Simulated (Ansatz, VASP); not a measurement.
**One calculation of Se, two programs**

INCAR

```
SYSTEM = Se
PREC = Accurate ; ENCUT = 520
EDIFF = 1E-6 ; ISMEAR = -1
SIGMA = 0.1 ; LREAL = .FALSE.
LASPH = .TRUE. ; NELM = 80
ALGO = Normal ; ISIF = 2
LWAVE = .FALSE. ; LCHARG = .FALSE.
NBANDS = 13
```

The input KPOINTS:

```
regular mesh
0
G
  12 12 9
  0 0 0
```

POSCAR

```
Se
1.0
    3.5781388251      0.0000000000      0.0000000000
   -1.7890694126      3.0987591208      0.0000000000
    0.0000000000      0.0000000000      3.8638419247
Se
2
Direct
    0.3333333333      0.6666666667      0.2500000000
    0.6666666667      0.3333333333      0.7500000000
```

Input for Ansatz:

```yaml
crystal:
  lattice:
    - [3.5781388251, 0.0, 0.0]
    - [-1.7890694126, 3.0987591208, 0.0]
    - [0.0, 0.0, 3.8638419247]
  atoms:
    - { symbol: Se, position: [0.3333333333, 0.6666666667, 0.25] }
    - { symbol: Se, position: [0.6666666667, 0.3333333333, 0.75] }
hamiltonian:
  xc: lda
  pseudopotentials:
    kind: paw
    azcp:
      Se: "pseudopotentials/Se.paw.azcp"
basis:
  ecutwfc: 420
  fft_grid_basis: typed
kpoints:
  mp_grid: { grid: [12, 12, 9], shift: [0, 0, 0] }
magnetization:
  spin_polarized: false
scf:
  occupations: { method: fermi_dirac, width: 0.1 }
  lower_state_search: "off"
output:
  stress: true
  write_density: true
  write_potential: true
  elf: true
  volumetric_format: npy
```

Alike in both runs: task single point; functional LDA; k mesh 12 × 12 × 9; occupations fermi-dirac, width 0.1 eV; no spin polarisation.

|  | VASP | Ansatz |
| --- | --- | --- |
| version | VASP 6.6.1 | Ansatz 0.2.0 |
| potentials or method | VASP PAW LDA potentials, release 64 (Se), cutoff 520 eV | plane waves (420 eV) with PAW, scalar-relativistic |
| valence electrons in the cell | 12 | 32 |

```tsv
	VASP	Ansatz	Ansatz less VASP
pressure (GPa)	-3.0	-3.1	-0.14
traceless stress, the component that is largest in VASP (GPa)	-1.49	-1.55	-0.068
```

Ansatz warns that its potentials were made for another functional, while VASP's fit it. LDA's correlation is that of Perdew and Zunger in VASP and of Perdew and Wang (1992) in Ansatz. VASP's potentials hold 12 valence electrons a cell and Ansatz's 32, so a difference there can come from the potentials and not from the codes.
